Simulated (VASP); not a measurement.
# AlIn2As3 (Cmc2_1) in VASP: single point with PBE

Aim: the single point of AlIn2As3 with PBE.

All numbers are computed with VASP 6.6.1; they aren't measurements. Logs are shortened: lines on timing, memory, paths and dates and some standing lists are left out, and cuts for length are marked.

### 1 The cell of the first run

Symmetry: Cmc2_1, No. 36, orthorhombic system. The conventional cell has a = 12.749 Å, b = 7.368 Å, c = 6.996 Å, α = 90.00°, β = 90.00°, γ = 90.00°. Al (site symmetry m) has 4 As at 2.48 to 2.50 Å within 3.3 Å. In (site symmetry 1) has 4 As at 2.67 to 2.68 Å within 3.5 Å. As (site symmetry 1) has 1 Al at 2.48 Å and 3 In at 2.67 to 2.68 Å within 3.3 Å. Within 3.3 Å of As (site symmetry m) lie 2 Al at 2.48 to 2.50 Å and 2 In at 2.68 Å.

### 2 Single point, PBE

INCAR

```
PREC = Accurate
ENCUT = 500
EDIFF = 1E-6
ISMEAR = 0
SIGMA = 0.2
LREAL = False
LASPH = True
NELM = 120
ALGO = Normal
ISIF = 2
LWAVE = False
LCHARG = False
GGA = PE
NBANDS = 56
GGA_COMPAT = False
```

KPOINTS

```
Automatic mesh
0
Gamma
  3 3 3
```

POSCAR

```
AlIn2As3
1.0
    6.3745057951     -3.6839268112      0.0000000000
    6.3745057951      3.6839268112      0.0000000000
    0.0000000000      0.0000000000      6.9963601068
Al In As
2 4 6
Direct
    0.8388490401      0.1611509599      0.5007962381
    0.1611509599      0.8388490401      0.0007962381
    0.4935889712      0.8330768108      0.4989628570
    0.5064110288      0.1669231892     -0.0010371430
    0.8330768108      0.4935889712     -0.0010371430
    0.1669231892      0.5064110288      0.4989628570
    0.4822567069      0.8337937753      0.1161622752
    0.5177432931      0.1662062247      0.6161622752
    0.8527439270      0.1472560730      0.1439534977
    0.1472560730      0.8527439270      0.6439534977
    0.8337937753      0.4822567069      0.6161622752
    0.1662062247      0.5177432931      0.1161622752
```

Potentials or basis: VASP PAW PBE potentials, release 64 (Al, In_d, As).

On the command line:

```
cat potpaw_PBE.64/Al/POTCAR potpaw_PBE.64/In_d/POTCAR potpaw_PBE.64/As/POTCAR > POTCAR
mpirun -np 1 vasp_std > vasp.out
```

OUTCAR:

```text
PREC = Accurate
   ENCUT = 500
   EDIFF = 1E-6
   ISMEAR = 0
   LREAL = False
   LASPH = True
   NELM = 120
   ISIF = 2
   GGA = PE

 ion  position               nearest neighbor table
   1  0.839  0.161  0.501-   8 2.48  11 2.48  10 2.48   9 2.50
   2  0.161  0.839  0.001-   7 2.48  12 2.48   9 2.48  10 2.50
   3  0.494  0.833  0.499-   8 2.67  11 2.68   7 2.68  10 2.68
   4  0.506  0.167  0.999-   7 2.67  12 2.68   8 2.68   9 2.68
   5  0.833  0.494  0.999-  12 2.67   7 2.68  11 2.68   9 2.68
   6  0.167  0.506  0.499-  11 2.67   8 2.68  12 2.68  10 2.68
   7  0.482  0.834  0.116-   2 2.48   4 2.67   5 2.68   3 2.68
   8  0.518  0.166  0.616-   1 2.48   3 2.67   6 2.68   4 2.68
   9  0.853  0.147  0.144-   2 2.48   1 2.50   4 2.68   5 2.68
  10  0.147  0.853  0.644-   1 2.48   2 2.50   3 2.68   6 2.68
  11  0.834  0.482  0.616-   1 2.48   6 2.67   3 2.68   5 2.68
  12  0.166  0.518  0.116-   2 2.48   5 2.67   4 2.68   6 2.68

  LATTYP: Found a base centered orthorhombic cell.
 ALAT       =     7.3678536224
 B/A-ratio  =     1.7303562535
 C/A-ratio  =     0.9495791401

  Lattice vectors:

 A1 = (  -6.3745057951,  -3.6839268112,   0.0000000000)
 A2 = (   6.3745057951,  -3.6839268112,   0.0000000000)
 A3 = (   0.0000000000,   0.0000000000,   6.9963601068)

Analysis of symmetry for initial positions (statically):
=====================================================================
 Subroutine PRICEL returns:
 Original cell was already a primitive cell.

 Routine SETGRP: Setting up the symmetry group for a
 base centered orthorhombic supercell.

 Subroutine GETGRP returns: Found  4 space group operations
 (whereof  2 operations were pure point group operations)
 out of a pool of  8 trial point group operations.

The static configuration has the point symmetry C_1h.
 The point group associated with its full space group is C_2v.

Analysis of symmetry for dynamics (positions and initial velocities):
=====================================================================
 Subroutine PRICEL returns:
 Original cell was already a primitive cell.

 Routine SETGRP: Setting up the symmetry group for a
 base centered orthorhombic supercell.

 Subroutine GETGRP returns: Found  4 space group operations
 (whereof  2 operations were pure point group operations)
 out of a pool of  8 trial point group operations.

The dynamic configuration has the point symmetry C_1h.
 The point group associated with its full space group is C_2v.

[... 111 lines left out ...]
   PSTRESS=    0.0 pullay stress
   NELECT =      88.0000    total number of electrons
   NUPDOWN=      -1.0000    fix difference up-down
   EMIN   =  10.00;   EMAX   =-10.00  energy-range for DOS
   EFERMI =   0.00;   METHOD = LEGACY
   ISMEAR =     0;   SIGMA  =   0.20  broadening in eV -4-tet -1-fermi 0-gaus
   EFERMI_NEDOS =   21; number of points for ismear=-14 and -15
   IALGO  =     38    algorithm
   IMIX   =      4    mixing-type and parameters
     AMIX     =   0.40;   BMIX     =  1.00
     AMIX_MAG =   1.60;   BMIX_MAG =  1.00
  volume/ion in A,a.u.               =      27.38       184.79
  Fermi-wavevector in a.u.,A,eV,Ry     =   1.055235  1.994105 15.150370  1.113521
  Thomas-Fermi vector in A             =   2.190425
   LORBIT       =      0    0 simple, 1 ext, 2 COOP (PROOUT), +10 PAW based schemes
   GGA     = PE    functional components
   LHFCALC =     F    Hartree Fock is set to
   AEXX    =    0.0000 exact exchange contribution
   IVDW    =     0    specifies the selected vdW correction
   LEPSILON=     F    determine dielectric tensor
   LRPA    =     F    only Hartree local field effects (RPA)
 non-spin polarized calculation
 Gauss-broadening in eV      SIGMA  =   0.20
  energy-cutoff  :      500.00
  volume of cell :      328.59
 maximum number of plane-waves:      8407
 NGX is ok and might be reduce to    54
   NGX = 27   NGY = 27   NGZ = 25

 number of electron      88.0000000 magnetization

 Free energy of the ion-electron system (eV)
  ---------------------------------------------------
  ext. energy  EPLUGINS =         0.00000000
  ---------------------------------------------------
  free energy    TOTEN  =       -49.47758083 eV

  energy without entropy =      -49.46829866  energy(sigma->0) =      -49.47293974

 E-fermi :   4.0091     XC(G=0):  -8.8624

 val. band max:        3.8703135795   @ k =   0.0000   0.0000   0.0000
 cond. band min:       4.0740691366   @ k =   0.0000   0.0000   0.0000
 fundamental gap:      0.2037555571
 Fermi energy:         4.0091045646

 k-point     1 :       0.0000    0.0000    0.0000
  band No.  band energies     occupation
      1     -10.4743      2.00000
      2     -10.4656      2.00000
      3     -10.4638      2.00000
      4     -10.4410      2.00000
      5     -10.4071      2.00000
      6     -10.3667      2.00000
[... 461 lines left out ...]
     55       8.1196      0.00000
     56       8.5362      0.00000

------------------------ aborting loop because EDIFF is reached ----------------------------------------

  FORCE on cell =-STRESS in cart. coord.  units (eV):
  Direction    XX          YY          ZZ          XY          YZ          ZX
  --------------------------------------------------------------------------------------
  -------------------------------------------------------------------------------------
  Total       -0.1463955     -0.1647749     -0.1882280      0.0000000      0.0000000      0.0000000
  in kB       -0.7138032     -0.8034186     -0.9177726      0.0000000      0.0000000      0.0000000
  external PRESSURE =      -0.8116648 kB  Pullay stress =       0.0000000 kB

 VOLUME and BASIS-vectors are now :
 -----------------------------------------------------------------------------
  energy-cutoff  :      500.00
  volume of cell :      328.59
      direct lattice vectors                 reciprocal lattice vectors
     6.374505795 -3.683926811  0.000000000     0.078437453 -0.135724738  0.000000000
     6.374505795  3.683926811  0.000000000     0.078437453  0.135724738  0.000000000
     0.000000000  0.000000000  6.996360107     0.000000000  0.000000000  0.142931465

 POSITION                                       TOTAL-FORCE (eV/Angst)
 -----------------------------------------------------------------------------------
      6.37451     -2.49659      3.50375        -0.000000      0.020549      0.030103
      6.37451      2.49659      0.00557        -0.000000     -0.020549      0.030103
      8.45684      1.25065      3.49092         0.003556     -0.002375     -0.000549
      4.29217     -1.25065      6.98910        -0.003556      0.002375     -0.000549
      8.45684     -1.25065      6.98910         0.003556      0.002375     -0.000549
      4.29217      1.25065      3.49092        -0.003556     -0.002375     -0.000549
      8.38917      1.29504      0.81271        -0.020647     -0.004141      0.008345
      4.35984     -1.29504      4.31089         0.020647      0.004141      0.008345
      6.37451     -2.59897      1.00715        -0.000000      0.022995     -0.045696
      6.37451      2.59897      4.50533        -0.000000     -0.022995     -0.045696
      8.38917     -1.29504      4.31089        -0.020647      0.004141      0.008345
      4.35984      1.29504      0.81271         0.020647     -0.004141      0.008345
 -----------------------------------------------------------------------------------
    total drift:                                0.000000      0.000000      0.000007

  FREE ENERGIE OF THE ION-ELECTRON SYSTEM (eV)
  ---------------------------------------------------
  free  energy   TOTEN  =       -49.4775808272 eV

  energy  without entropy=      -49.4682986561  energy(sigma->0) =      -49.47293974
```

OSZICAR:

```text
N       E                     dE             d eps       ncg     rms          rms(c)
DAV:   1     0.759974695673E+03    0.75997E+03   -0.36288E+04   896   0.155E+03
DAV:   2     0.596996350976E+02   -0.70028E+03   -0.67590E+03   896   0.393E+02
DAV:   3    -0.443606235251E+02   -0.10406E+03   -0.10136E+03  1032   0.168E+02
DAV:   4    -0.507922639330E+02   -0.64316E+01   -0.63813E+01  1096   0.400E+01
DAV:   5    -0.510731672544E+02   -0.28090E+00   -0.28061E+00  1176   0.876E+00    0.101E+01
DAV:   6    -0.495953551293E+02    0.14778E+01   -0.26701E+00  1272   0.139E+01    0.565E+00
DAV:   7    -0.494782731089E+02    0.11708E+00   -0.15755E+00  1408   0.492E+00    0.160E+00
DAV:   8    -0.494714950043E+02    0.67781E-02   -0.16581E-01  1272   0.300E+00    0.121E+00
DAV:   9    -0.494784571247E+02   -0.69621E-02   -0.29187E-02  1224   0.163E+00    0.283E-01
DAV:  10    -0.494770282585E+02    0.14289E-02   -0.14164E-02  1256   0.112E+00    0.917E-02
DAV:  11    -0.494774115424E+02   -0.38328E-03   -0.17491E-03  1088   0.182E-01    0.694E-02
DAV:  12    -0.494775896926E+02   -0.17815E-03   -0.42513E-04  1120   0.826E-02    0.546E-02
DAV:  13    -0.494775772600E+02    0.12433E-04   -0.75407E-05  1320   0.579E-02    0.128E-02
DAV:  14    -0.494775817502E+02   -0.44902E-05   -0.15575E-05   896   0.125E-02    0.125E-02
DAV:  15    -0.494775808272E+02    0.92306E-06   -0.59451E-06  1000   0.114E-02
   1 F= -.49477581E+02 E0= -.49472940E+02  d E =-.928217E-02
```

Wall time 2.6 min (1 thread of Intel Xeon Platinum 8559C (Emerald Rapids), shared host); peak memory 0.43 GiB.

What came out:

- Free energy: -49.4776 eV
- Pressure: -0.1 GPa
- Largest force: 0.051 eV/Å
- Band gap on the k mesh: 0.20 eV

Forces on the atoms (eV/Å):
```
Al   0.000  0.021  0.030
Al   0.000 -0.021  0.030
In   0.004 -0.002 -0.001
In  -0.004  0.002 -0.001
In   0.004  0.002 -0.001
In  -0.004 -0.002 -0.001
As  -0.021 -0.004  0.008
As   0.021  0.004  0.008
As   0.000  0.023 -0.046
As   0.000 -0.023 -0.046
As  -0.021  0.004  0.008
As   0.021 -0.004  0.008
```

Levels at points of the mesh, in eV from the valence-band top:
| k point | band 42 | band 43 | band 44 | band 45 | band 46 | band 47 |
| --- | --- | --- | --- | --- | --- | --- |
| (0.00, 0.00, 0.00) | -0.16 | -0.02 | 0.00 | 0.20 | 0.89 | 2.48 |

Caveat: semilocal functionals underestimate gaps, and a narrow one can read as zero; spin-orbit coupling is left out, which moves the levels of the heavy elements.
